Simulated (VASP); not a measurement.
Input of a VASP 6.6.1 run:

The input INCAR:

```
SYSTEM = In
PREC = Accurate
ENCUT = 600
EDIFF = 1E-7
ISMEAR = -1
SIGMA = 0.1
LREAL = .False.
LASPH = .True.
NELM = 60
ALGO = Normal
ISIF = 3
LWAVE = .False.
LCHARG = .False.
IBRION = 2
NSW = 80
EDIFFG = -0.01
```

The input KPOINTS:

```
Automatic mesh
0
Gamma
  7 7 10
  0 0 0
```

File POSCAR:

```
In
1.0
    5.2864609513      0.0000000000      0.0000000000
   -2.6432304757      4.5782094800      0.0000000000
    0.0000000000      0.0000000000      3.2406005632
In
3
Direct
    0.0000000000      0.0000000000      0.0000000000
    0.3333333333      0.6666666667      0.5000000000
    0.6666666667      0.3333333333      0.5000000000
```

Potentials or basis: VASP PAW LDA potentials, release 64 (In_d).

Command:

```sh
$ cat potpaw_LDA.64/In_d/POTCAR > POTCAR
$ mpirun -np 1 vasp_std > vasp.out
```

Estimate the relaxed volume.

25.01 Å³/atom.

What does it give for the relaxed cell?

a = 5.201 Å, b = 5.201 Å, c = 3.203 Å, α = 90.00°, β = 90.00°, γ = 120.00°.

Predict the space group after relaxing (to 0.05 Å).

P6/mmm (No. 191).

The path:
```csv
step,energy change (eV),largest force (eV/Å),pressure (GPa),volume (Å³)
1,0.0000,0.0000,-1.96,78.43
2,-0.0222,0.0000,0.14,74.85
3,-0.0222,0.0000,-0.01,75.04
```
